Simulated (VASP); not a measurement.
Write the native input for VASP 6.6.1 that does the following.

* Task: single point
* Functional: PBEsol-based global hybrid with 25 % exact exchange
* Potentials or basis: VASP PAW PBE potentials, release 64 (Al, N)
* Cutoff: 520 eV
* k mesh: 5 × 5 × 5
* Occupations: fermi-dirac, width 0.05 eV
* Spin: no spin polarisation
* Dipole correction: no
* Grid for exact exchange (PRECFOCK): Normal
* Share of exact exchange: 0.25
* Further INCAR settings: ALGO = Normal; EDIFF = 1e-07; NBANDS = 11

The system is AlN.

```
Al N
1.0
     0.00000    2.18399    2.18399
     2.18399    0.00000    2.18399
     2.18399    2.18399    0.00000
Al N
1 1
Cartesian
  0.0000 0.0000 0.0000
  1.0920 1.0920 1.0920
```

The input as run:

POSCAR

```
AlN
1.0
    0.0000000000      2.1839935596      2.1839935596
    2.1839935596      0.0000000000      2.1839935596
    2.1839935596      2.1839935596      0.0000000000
Al N
1 1
Direct
    0.0000000000      0.0000000000      0.0000000000
    0.2500000000      0.2500000000      0.2500000000
```

INCAR.step1

```
SYSTEM = AlN
PREC     = Accurate       ! precision mode
ENCUT    = 520            ! plane-wave cutoff, eV
EDIFF    = 1E-5           ! SCF threshold, eV
ISMEAR   = -1             ! smearing method
SIGMA    = 0.05           ! smearing width, eV
LREAL    = .FALSE.        ! projectors in reciprocal space
LASPH    = .TRUE.         ! aspherical terms in the spheres
NELM     = 60             ! most SCF steps
ALGO     = Normal         ! electronic algorithm
ISIF     = 2              ! what is computed and relaxed
LWAVE    = .TRUE.         ! write WAVECAR
LCHARG   = .FALSE.        ! write CHGCAR
GGA      = PE             ! functional
NBANDS   = 11             ! bands
```

INCAR.step2

```
SYSTEM = AlN
PREC     = Accurate       ! precision mode
ENCUT    = 520            ! plane-wave cutoff, eV
EDIFF    = 1E-7           ! SCF threshold, eV
ISMEAR   = -1             ! smearing method
SIGMA    = 0.05           ! smearing width, eV
LREAL    = .FALSE.        ! projectors in reciprocal space
LASPH    = .TRUE.         ! aspherical terms in the spheres
NELM     = 60             ! most SCF steps
ALGO     = Normal         ! electronic algorithm
ISIF     = 2              ! what is computed and relaxed
LWAVE    = .FALSE.        ! write WAVECAR
LCHARG   = .FALSE.        ! write CHGCAR
GGA      = PS             ! functional
LHFCALC  = .TRUE.         ! exact exchange
AEXX     = 0.25           ! exact-exchange fraction
PRECFOCK = Normal       
ISTART   = 1            
NBANDS   = 11             ! bands
```

KPOINTS

```
Automatic mesh
0
G
  5 5 5
  0 0 0
```

Potentials or basis: VASP PAW PBE potentials, release 64 (Al, N).

Run with:

```sh
$ cat potpaw_PBE.64/Al/POTCAR potpaw_PBE.64/N/POTCAR > POTCAR
$ cp INCAR.step1 INCAR
$ mpirun -np 1 vasp_std > vasp.out
$ cp INCAR.step2 INCAR
$ mpirun -np 1 vasp_std > vasp.out
```

It gave:

- Pressure: -2.9 GPa
- Band gap on the k mesh: 5.85 eV (least direct gap 6.28 eV)

Caveat: the k points lie up to 0.50 Å⁻¹ apart; the PAW data sets were made with another functional, which shifts forces and pressure a little; an odd mesh through Γ misses points on the zone boundary, where band edges can lie.

Run time: 4.6 min on 1 thread of AMD EPYC 7R43 64-Core Processor (Zen 3), with other jobs on the host, peak memory 0.1 GiB.
